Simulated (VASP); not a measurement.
**ErH4: relaxation of cell and atoms with PBE**

The system is ErH4.

```
CELL_PARAMETERS angstrom
3.91608 0.00000 0.00000
0.00000 3.91608 0.00000
0.00000 0.00000 3.91608
ATOMIC_POSITIONS crystal
Er 0.00000 0.00000 0.00000
H 0.50000 0.00000 0.00000
H 0.00000 0.50000 0.00000
H 0.00000 0.00000 0.50000
H 0.50000 0.50000 0.50000
```

The cell was built from a structure type or drawn by symmetry, and may not be a known phase.

| Property | Result |
| --- | --- |
| Program | VASP 6.6.1 |
| Task | relaxation of cell and atoms |
| Functional | PBE |
| Potentials or basis | VASP PAW PBE potentials, release 64 (Er_3, H), 4f in core |
| Cutoff | 500 eV |
| k mesh | 4 × 4 × 4 |
| Occupations | gaussian, width 0.1 eV |
| Spin | no spin polarisation |
| Dipole correction | no |
| Mended | yes |
| Further INCAR settings | ALGO = Normal; EDIFF = 1e-07; IBRION = 2; EDIFFG = -0.04; NSW = 90; ISIF = 3 |

```
Relaxed volume                        : 13.56 Å³/atom
Relaxed cell                          : a = 4.078 Å, b = 4.078 Å, c = 4.078 Å, α = 90.00°, β = 90.00°, γ = 90.00°
Space group after relaxing (to 0.1 Å) : Pm-3m (No. 221)
Energy gained by relaxing             : 26.7 meV/atom
Ionic steps                           : 4
Pressure after relaxing               : 0.0 GPa
Band gap on the k mesh                : zero (an odd number of electrons rules out a gap without spin polarisation)
```

The path:
```
step  energy change (eV)  largest force (eV/Å)  pressure (GPa)  volume (Å³)
   1              0.0000                0.0000            6.02        60.06
   2             -0.1051                0.0000            2.54        64.06
   3             -0.1321                0.0000           -0.51        68.65
   4             -0.1335                0.0000           -0.02        67.82
```

Final structure:
```
Er H
1.0
     4.07811    0.00000    0.00000
     0.00000    4.07811    0.00000
     0.00000    0.00000    4.07811
Er H
1 4
Cartesian
  0.0000 0.0000 0.0000
  2.0391 0.0000 0.0000
  0.0000 2.0391 0.0000
  0.0000 0.0000 2.0391
  2.0391 2.0391 2.0391
```

Levels at points of the mesh, in eV from the Fermi level:
```csv
k point,band 3,band 4,band 5,band 6,band 7,band 8,band 9,band 10
"(0.00, 0.00, 0.00)",-23.64,-5.30,-2.85,-2.85,0.75,5.26,5.26,5.26
"(0.50, 0.00, 0.00)",-23.64,-4.07,-2.72,-2.45,0.87,3.89,3.89,5.10
"(0.50, 0.50, 0.00)",-23.63,-3.24,-1.18,-1.12,-1.12,3.87,4.19,4.19
"(0.50, 0.50, 0.50)",-23.75,-0.73,-0.73,-0.73,-0.31,2.05,2.05,2.05
```

Wall time 17 s on 1 thread of AMD EPYC 9R45 (Zen 5) (shared host), peak memory 0.14 GiB.

Caveat: the k points lie up to 0.39 Å⁻¹ apart in the final cell, too coarse for converged energies and pressures of a metal; spin-orbit coupling is left out, which moves the levels of the heavy elements; the 4f electrons are frozen in the core, so they carry no moment and show no levels. Spin polarisation is off, so any magnetic state and its effect on volume and gap are missing.
